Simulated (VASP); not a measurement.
# HfO2: single point with PBE

The system is HfO2.

```
CELL_PARAMETERS angstrom
0.00000 -2.54881 -2.54881
0.00000 2.54881 -2.54881
5.09761 0.00000 0.00000
ATOMIC_POSITIONS crystal
Hf 0.00000 0.00000 0.00000
Hf 0.50000 0.50000 0.50000
O 0.00000 0.50000 0.75000
O 0.50000 0.00000 0.25000
O 0.00000 0.50000 0.25000
O 0.50000 0.00000 0.75000
```

| Quantity | Value |
| --- | --- |
| Program | VASP 6.6.1 |
| Task | single point |
| Functional | PBE |
| Potentials or basis | VASP PAW PBE potentials, release 64 (Hf_pv, O) |
| Cutoff | 520 eV |
| k mesh | 6 × 6 × 4 |
| Occupations | gaussian, width 0.05 eV |
| Spin | no spin polarisation |

The pressure is -3.6 GPa and the band gap on the k mesh is 3.76 eV.

Levels at points of the mesh, in eV from the valence-band top:
```tsv
k point	band 19	band 20	band 21	band 22	band 23	band 24	band 25	band 26
(0.00, 0.00, 0.00)	-0.60	-0.60	-0.60	0.00	3.76	3.84	3.84	5.42
(0.50, 0.00, 0.00)	-2.06	-2.06	-0.70	-0.70	4.28	4.28	5.18	5.18
(0.50, 0.50, 0.00)	-1.50	-1.50	0.00	0.00	3.76	3.76	5.42	5.42
(0.00, 0.00, 0.50)	-0.67	-0.67	-0.67	-0.67	4.43	4.43	4.54	4.54
(0.50, 0.00, 0.50)	-1.81	-1.81	-1.81	-1.81	4.55	4.55	4.55	4.55
(0.50, 0.50, 0.50)	-1.36	-1.36	-0.20	-0.20	4.76	4.76	5.08	5.08
```

Run time: 47 s on 1 thread of Intel(R) Xeon(R) Platinum 8488C (Sapphire Rapids), with other jobs on the host, peak memory 0.2 GiB.

Caveat: spin-orbit coupling is left out, which moves the levels of the heavy elements. A k mesh can miss the band edges.
